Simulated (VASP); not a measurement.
Wanted: the native input for a VASP 6.6.1 run.

- Task: single point
- Functional: r2SCAN
- Potentials or basis: VASP PAW PBE potentials, release 64 (K_sv, I)
- Cutoff: 520 eV
- k mesh: 6 × 6 × 6
- Occupations: gaussian, width 0.01 eV
- Spin: no spin polarisation
- Dipole correction: no
- Further INCAR settings: ALGO = Normal; EDIFF = 1e-07; NBANDS = 15

Crystal: KI.

```
K I
1.0
     0.00000    3.88494    3.88494
     3.88494    0.00000    3.88494
     3.88494    3.88494    0.00000
K I
1 1
Direct
  0.00000 0.00000 0.00000
  0.25000 0.25000 0.25000
```

This cell differs from its parent crystal: volume changed by -6%.

These files were run (other wordings do the same):

POSCAR

```
KI
1.0
    0.0000000000      3.8849350547      3.8849350547
    3.8849350547      0.0000000000      3.8849350547
    3.8849350547      3.8849350547      0.0000000000
K I
1 1
Direct
    0.0000000000      0.0000000000      0.0000000000
    0.2500000000      0.2500000000      0.2500000000
```

INCAR.step1

```
ALGO     = Normal         # electronic algorithm
EDIFF    = 1E-4           # SCF threshold, eV
ENCUT    = 520            # plane-wave cutoff, eV
GGA      = PE             # functional
ISMEAR   = 0              # smearing method
LASPH    = True           # aspherical terms in the spheres
LCHARG   = False          # write CHGCAR
LREAL    = False          # projectors in reciprocal space
LWAVE    = True           # write WAVECAR
NBANDS   = 15             # bands
NELM     = 80             # most SCF steps
PREC     = Accurate       # precision mode
SIGMA    = 0.01           # smearing width, eV
```

INCAR.step2

```
ALGO     = Normal         # electronic algorithm
EDIFF    = 1E-7           # SCF threshold, eV
ENCUT    = 520            # plane-wave cutoff, eV
ISIF     = 2              # what is computed and relaxed
ISMEAR   = 0              # smearing method
ISTART   = 1            
LASPH    = True           # aspherical terms in the spheres
LCHARG   = False          # write CHGCAR
LMIXTAU  = True         
LREAL    = False          # projectors in reciprocal space
LWAVE    = False          # write WAVECAR
METAGGA  = R2SCAN         # meta-GGA
NBANDS   = 15             # bands
NELM     = 80             # most SCF steps
PREC     = Accurate       # precision mode
SIGMA    = 0.01           # smearing width, eV
```

KPOINTS

```
k-points
0
Gamma
  6 6 6
```

Potentials or basis: VASP PAW PBE potentials, release 64 (K_sv, I).

Run with:

```sh
$ cat potpaw_PBE.64/K_sv/POTCAR potpaw_PBE.64/I/POTCAR > POTCAR
$ cp INCAR.step1 INCAR
$ mpirun -np 1 vasp_std > vasp.out
$ cp INCAR.step2 INCAR
$ mpirun -np 1 vasp_std > vasp.out
```

It gave:

The pressure is 0.6 GPa. The band gap on the k mesh is 4.55 eV, indirect (least direct gap 4.56 eV).

Caveat: the PAW data sets were made with another functional, which shifts forces and pressure a little; spin-orbit coupling is left out, which moves the levels of the heavy elements.

Wall time 83 s on 1 thread of AMD EPYC 9R45 96-Core Processor (Zen 5) (shared host), peak memory 0.26 GiB.
